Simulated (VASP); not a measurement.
Wanted: the native input for a VASP 6.6.1 run.

| Item | Value |
| --- | --- |
| Task | single point |
| Functional | r2SCAN |
| Potentials or basis | VASP PAW PBE potentials, release 64 (K_sv, Cl) |
| Cutoff | 520 eV |
| k mesh | 4 × 4 × 4 |
| Occupations | gaussian, width 0.01 eV |
| Spin | no spin polarisation |
| Dipole correction | no |
| Further INCAR settings | ALGO = Normal; EDIFF = 1e-06; NBANDS = 15 |

The system is KCl.

```
K Cl
1.0
     3.77081    0.00000    0.00000
     0.00000    3.77081    0.00000
     0.00000    0.00000    3.77081
K Cl
1 1
Direct
  0.00000 0.00000 0.00000
  0.50000 0.50000 0.50000
```

One way to write it, as run:

POSCAR

```
KCl
1.0
    3.7708086025      0.0000000000      0.0000000000
    0.0000000000      3.7708086025      0.0000000000
    0.0000000000      0.0000000000      3.7708086025
K Cl
1 1
Direct
    0.0000000000      0.0000000000      0.0000000000
    0.5000000000      0.5000000000      0.5000000000
```

INCAR.step1

```
SYSTEM = KCl
PREC     = Accurate       ! precision mode
ENCUT    = 520            ! plane-wave cutoff, eV
ISMEAR   = 0              ! smearing method
SIGMA    = 0.01           ! smearing width, eV
LREAL    = .False.        ! projectors in reciprocal space
LASPH    = .True.         ! aspherical terms in the spheres
NELM     = 80             ! most SCF steps
NBANDS   = 15             ! bands
GGA      = PE             ! functional
ALGO     = Normal         ! electronic algorithm
EDIFF    = 1E-4           ! SCF threshold, eV
LWAVE    = .True.         ! write WAVECAR
LCHARG   = .False.        ! write CHGCAR
```

INCAR.step2

```
SYSTEM = KCl
PREC     = Accurate       ! precision mode
ENCUT    = 520            ! plane-wave cutoff, eV
EDIFF    = 1E-6           ! SCF threshold, eV
ISMEAR   = 0              ! smearing method
SIGMA    = 0.01           ! smearing width, eV
LREAL    = .False.        ! projectors in reciprocal space
LASPH    = .True.         ! aspherical terms in the spheres
NELM     = 80             ! most SCF steps
ALGO     = Normal         ! electronic algorithm
ISIF     = 2              ! what is computed and relaxed
LWAVE    = .False.        ! write WAVECAR
LCHARG   = .False.        ! write CHGCAR
METAGGA  = R2SCAN         ! meta-GGA
LMIXTAU  = .True.       
NBANDS   = 15             ! bands
ISTART   = 1
```

KPOINTS

```
Automatic mesh
0
Gamma
  4 4 4
  0 0 0
```

Potentials or basis: VASP PAW PBE potentials, release 64 (K_sv, Cl).

Command:

```sh
$ cat potpaw_PBE.64/K_sv/POTCAR potpaw_PBE.64/Cl/POTCAR > POTCAR
$ cp INCAR.step1 INCAR
$ mpirun -np 1 vasp_std > vasp.out
$ cp INCAR.step2 INCAR
$ mpirun -np 1 vasp_std > vasp.out
```

Results of the run:

* Pressure: 0.0 GPa
* Band gap on the k mesh: 5.81 eV, indirect (least direct gap 6.02 eV)

Caveat: the PAW data sets were made with another functional, which shifts forces and pressure a little.

Run time: 81 s on 1 thread of Intel Xeon 8259CL, with other jobs on the host, peak memory 0.16 GiB.
